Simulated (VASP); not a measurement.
Input of a VASP 6.6.1 run:

Contents of INCAR:

```
  ALGO = Normal
  EDIFF = 1E-6
  ENCUT = 520
  GGA = PE
  ISIF = 2
  ISMEAR = 0
  IVDW = 12
  LASPH = True
  LCHARG = True
  LELF = True
  LREAL = False
  LVHAR = True
  LWAVE = False
  NBANDS = 35
  NELM = 80
  PREC = Accurate
  SIGMA = 0.05
```

The input KPOINTS:

```
k-points
0
Gamma
  12 12 4
```

POSCAR

```
MoS2
1.0
    3.1808000000      0.0000000000      0.0000000000
   -1.5904000000      2.7546536043      0.0000000000
    0.0000000000      0.0000000000     11.4426000000
Mo S
2 4
Direct
    0.6666666667      0.3333333333      0.2501439769
    0.3333333333      0.6666666667      0.7498560231
    0.3333333333      0.6666666667      0.3795985159
    0.6666666667      0.3333333333      0.8793132861
    0.3333333333      0.6666666667      0.1206867139
    0.6666666667      0.3333333333      0.6204014841
```

Potentials or basis: VASP PAW PBE potentials, release 64 (Mo_sv, S).

Run with:

```sh
$ cat potpaw_PBE.64/Mo_sv/POTCAR potpaw_PBE.64/S/POTCAR > POTCAR
$ mpirun -np 1 vasp_std > vasp.out
```

Task: Estimate the dispersion energy per atom.

Result: -0.454 eV.

Task: Predict the band gap on the k mesh.

Result: 0.22 eV (least direct gap 1.44 eV).

Task: Predict the largest force.

Result: 1.398 eV/Å.

Forces on the atoms (eV/Å):
```
Mo   0.000  0.000 -0.002
Mo   0.000  0.000  0.002
S    0.000  0.000  1.393
S    0.000  0.000  1.398
S    0.000  0.000 -1.398
S    0.000  0.000 -1.393
```

Caveat: semilocal functionals underestimate gaps, and a narrow one can read as zero; forces of over 1 eV/Å act on the atoms, so gaps and moduli don't describe the material at rest. A k mesh can miss the band edges.
